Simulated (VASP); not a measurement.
# AlCo (Pm-3m) in VASP: notebook

Aim: see how the results for AlCo move with the level of theory and the settings. Levels: RPBE, PBE, PBE+D3(BJ). Tasks: single point, relaxation of cell and atoms.

Everything below comes from runs of VASP 6.6.1. Logs are shortened: lines on timing, memory, paths and dates and some standing lists are left out, and cuts for length are marked.

## 1. The cell of the first run

It takes space group Pm-3m (No. 221, cubic). The conventional cell has a = 2.875 Å, b = 2.875 Å, c = 2.875 Å, α = 90.00°, β = 90.00°, γ = 90.00°. Within 3.3 Å of Al (site symmetry m-3m) lie 8 Co at 2.49 Å and 6 Al at 2.87 Å. Within 3.3 Å of Co (site symmetry m-3m) lie 8 Al at 2.49 Å and 6 Co at 2.87 Å.

## 2. Single point, RPBE, collinear spin, ferromagnetic start

Input file INCAR:

```
ALGO = Normal ; EDIFF = 1E-7
ENCUT = 520 ; GGA = RP
ISIF = 2 ; ISMEAR = -1
ISPIN = 2 ; LASPH = True
LCHARG = True ; LELF = True
LMAXMIX = 4 ; LORBIT = 11
LREAL = False ; LVHAR = True
LWAVE = False ; MAGMOM = 0 3.2
NBANDS = 17 ; NELM = 150
PREC = Accurate ; SIGMA = 0.1
```

Input file KPOINTS:

```
k-points
0
Gamma
  10 10 10
```

Input file POSCAR:

```
AlCo
1.0
    2.8746379962      0.0000000000      0.0000000000
    0.0000000000      2.8746379962      0.0000000000
    0.0000000000      0.0000000000      2.8746379962
Al Co
1 1
Direct
    0.0000000000      0.0000000000      0.0000000000
    0.5000000000      0.5000000000      0.5000000000
```

Potentials or basis: VASP PAW PBE potentials, release 64 (Al, Co).

On the command line:

```
$ cat potpaw_PBE.64/Al/POTCAR potpaw_PBE.64/Co/POTCAR > POTCAR
$ mpirun -np 1 vasp_std > vasp.out
```

OUTCAR:

```text
EDIFF = 1E-7
   ENCUT = 520
   GGA = RP
   ISIF = 2
   ISMEAR = -1
   ISPIN = 2
   LASPH = True
   LORBIT = 11
   LREAL = False
   NELM = 150
   PREC = Accurate

 ion  position               nearest neighbor table
   1  0.000  0.000  0.000-   2 2.49   2 2.49   2 2.49   2 2.49   2 2.49   2 2.49   2 2.49   2 2.49

   2  0.500  0.500  0.500-   1 2.49   1 2.49   1 2.49   1 2.49   1 2.49   1 2.49   1 2.49   1 2.49

  LATTYP: Found a simple cubic cell.
 ALAT       =     2.8746379962

  Lattice vectors:

 A1 = (   2.8746379962,   0.0000000000,   0.0000000000)
 A2 = (   0.0000000000,   2.8746379962,   0.0000000000)
 A3 = (   0.0000000000,   0.0000000000,   2.8746379962)

Analysis of symmetry for initial positions (statically):
=====================================================================
 Subroutine PRICEL returns:
 Original cell was already a primitive cell.

 Routine SETGRP: Setting up the symmetry group for a
 simple cubic supercell.

 Subroutine GETGRP returns: Found 48 space group operations
 (whereof 48 operations were pure point group operations)
 out of a pool of 48 trial point group operations.

The static configuration has the point symmetry O_h .

Analysis of symmetry for dynamics (positions and initial velocities):
=====================================================================
 Subroutine PRICEL returns:
 Original cell was already a primitive cell.

 Routine SETGRP: Setting up the symmetry group for a
 simple cubic supercell.

 Subroutine GETGRP returns: Found 48 space group operations
 (whereof 48 operations were pure point group operations)
 out of a pool of 48 trial point group operations.

The dynamic configuration has the point symmetry O_h .

Analysis of structural, dynamic, and magnetic symmetry:
=====================================================================
 Subroutine PRICEL returns:
 Original cell was already a primitive cell.

 Routine SETGRP: Setting up the symmetry group for a
 simple cubic supercell.

 Subroutine GETGRP returns: Found 48 space group operations
 (whereof 48 operations were pure point group operations)
 out of a pool of 48 trial point group operations.

The overall configuration has the point symmetry O_h .

 Subroutine INISYM returns: Found 48 space group operations
 (whereof 48 operations are pure point group operations),
 and found     1 'primitive' translations

----------------------------------------------------------------------------------------
[... 115 lines left out ...]
  Fermi-wavevector in a.u.,A,eV,Ry     =   1.303823  2.463869 23.129296  1.699955
  Thomas-Fermi vector in A             =   2.434800
   LORBIT       =     11    0 simple, 1 ext, 2 COOP (PROOUT), +10 PAW based schemes
   GGA     = RP    functional components
   LHFCALC =     F    Hartree Fock is set to
   AEXX    =    0.0000 exact exchange contribution
   IVDW    =     0    specifies the selected vdW correction
   LEPSILON=     F    determine dielectric tensor
   LRPA    =     F    only Hartree local field effects (RPA)
 spin polarized calculation
  energy-cutoff  :      520.00
  volume of cell :       23.75
 maximum number of plane-waves:       656
 NGX is ok and might be reduce to    24
   NGX = 11   NGY = 11   NGZ = 11

 number of electron      12.0000000 magnetization       0.0000598

 Free energy of the ion-electron system (eV)
  ---------------------------------------------------
  ext. energy  EPLUGINS =         0.00000000
  ---------------------------------------------------
  free energy    TOTEN  =       -11.18655330 eV

  energy without entropy =      -11.15650933  energy(sigma->0) =      -11.17153132

 E-fermi :  10.2971     XC(G=0): -12.0553

 val. band max:       10.2954279624   @ k =   0.5000   0.4000   0.1000
 cond. band min:      10.4089521108   @ k =   0.5000   0.3000   0.0000
 fundamental gap:      0.1135241484
 Fermi energy:        10.2970915556

 spin component 1

 k-point     1 :       0.0000    0.0000    0.0000
  band No.  band energies     occupation
      1      -0.5513      1.00000
      2       7.5033      1.00000
      3       7.5033      1.00000
      4       9.5237      0.99956
      5       9.5237      0.99956
      6       9.5237      0.99956
[... 459 lines left out ...]
      6       9.4179      0.99985
[... 9 lines left out ...]
     16      30.7509      0.00000
     17      31.9418      0.00000

 [... further k-points ...]

 spin component 2

 k-point     1 :       0.0000    0.0000    0.0000
  band No.  band energies     occupation
      1      -0.5513      1.00000
      2       7.5034      1.00000
      3       7.5034      1.00000
      4       9.5237      0.99956
      5       9.5237      0.99956
      6       9.5237      0.99956
[... 459 lines left out ...]
      6       9.4179      0.99985
[... 9 lines left out ...]
     16      30.7509      0.00000
     17      31.9418      0.00000

 [... further k-points ...]

------------------------ aborting loop because EDIFF is reached ----------------------------------------

  FORCE on cell =-STRESS in cart. coord.  units (eV):
  Direction    XX          YY          ZZ          XY          YZ          ZX
  --------------------------------------------------------------------------------------
  -------------------------------------------------------------------------------------
  Total       -0.0294914     -0.0294914     -0.0294914     -0.0000000     -0.0000000     -0.0000000
  in kB       -1.9890989     -1.9890989     -1.9890989     -0.0000000     -0.0000000     -0.0000000
  external PRESSURE =      -1.9890989 kB  Pullay stress =       0.0000000 kB

 VOLUME and BASIS-vectors are now :
 -----------------------------------------------------------------------------
  energy-cutoff  :      520.00
  volume of cell :       23.75
      direct lattice vectors                 reciprocal lattice vectors
     2.874637996  0.000000000  0.000000000     0.347869889  0.000000000  0.000000000
     0.000000000  2.874637996  0.000000000     0.000000000  0.347869889  0.000000000
     0.000000000  0.000000000  2.874637996     0.000000000  0.000000000  0.347869889

 POSITION                                       TOTAL-FORCE (eV/Angst)
 -----------------------------------------------------------------------------------
      0.00000      0.00000      0.00000         0.000000      0.000000      0.000000
      1.43732      1.43732      1.43732         0.000000      0.000000      0.000000
 -----------------------------------------------------------------------------------
    total drift:                                0.000000     -0.000000     -0.000000

  FREE ENERGIE OF THE ION-ELECTRON SYSTEM (eV)
  ---------------------------------------------------
  free  energy   TOTEN  =       -11.1865532991 eV

  energy  without entropy=      -11.1565093339  energy(sigma->0) =      -11.17153132

 total charge

# of ion       s       p       d       tot
------------------------------------------
    1        0.394   0.418   0.000   0.811
    2        0.426   0.489   7.484   8.398
--------------------------------------------------
tot          0.819   0.906   7.484   9.209

 magnetization (x)

# of ion       s       p       d       tot
------------------------------------------
    1       -0.000  -0.000   0.000  -0.000
    2        0.000  -0.000   0.000   0.000
--------------------------------------------------
tot         -0.000  -0.000   0.000   0.000
```

stdout:

```text
POSCAR found type information on POSCAR AlCo
 POSCAR found :  2 types and       2 ions
 scaLAPACK will be used
 -----------------------------------------------------------------------------
|                                                                             |
|                                                                             |
|     You enforced a specific xc type in the INCAR file but a different       |
|     I HOPE YOU KNOW WHAT YOU ARE DOING!                                     |
|                                                                             |
 -----------------------------------------------------------------------------

 LDA part: xc-table for (Slater+PW92), standard interpolation
 POSCAR, INCAR and KPOINTS ok, starting setup
 FFT: planning ... GRIDC
 FFT: planning ... GRID_SOFT
 FFT: planning ... GRID
 WAVECAR not read
 entering main loop
```

It took 41 s on 1 thread of Intel Xeon 6975P-C, shared host; peak memory 0.17 GiB.

What came out:

```yaml
Free_energy: -11.1866 eV
Pressure: -0.2 GPa
Band_gap_on_the_k_mesh: zero (filled and empty bands overlap)
Net_moment: 0.00 μB per cell
Valence_electrons_inside_the_program's_atomic_spheres: Al 0.81; Co 8.40
```

Levels at points of the mesh, in eV from the Fermi level:
Spin up:
```csv
k point,band 4,band 5,band 6,band 7,band 8,band 9
"(0.00, 0.00, 0.00)",-0.77,-0.77,-0.77,5.91,5.91,5.91
"(0.50, 0.00, 0.00)",-1.61,-1.61,-0.67,0.22,8.36,10.51
"(0.50, 0.50, 0.00)",-2.59,-1.41,-1.41,-0.18,2.41,3.36
"(0.50, 0.50, 0.50)",-0.14,-0.14,2.42,2.42,2.42,4.03
```
Spin down:
```tsv
k point	band 3	band 4	band 5	band 6	band 7	band 8	band 9	band 10
(0.00, 0.00, 0.00)	-2.79	-0.77	-0.77	-0.77	5.91	5.91	5.91	8.63
(0.50, 0.00, 0.00)	-2.22	-1.61	-1.61	-0.67	0.22	8.36	10.51	10.51
(0.50, 0.50, 0.00)	-2.59	-2.59	-1.41	-1.41	-0.18	2.41	3.36	12.59
(0.50, 0.50, 0.50)	-3.78	-0.14	-0.14	2.42	2.42	2.42	4.03	5.22
```

Caveat: the starting moments collapsed, and a magnetic state may lie lower; the PAW data sets were made with another functional, which shifts forces and pressure a little.

(Part 1 of 2 ends here.)
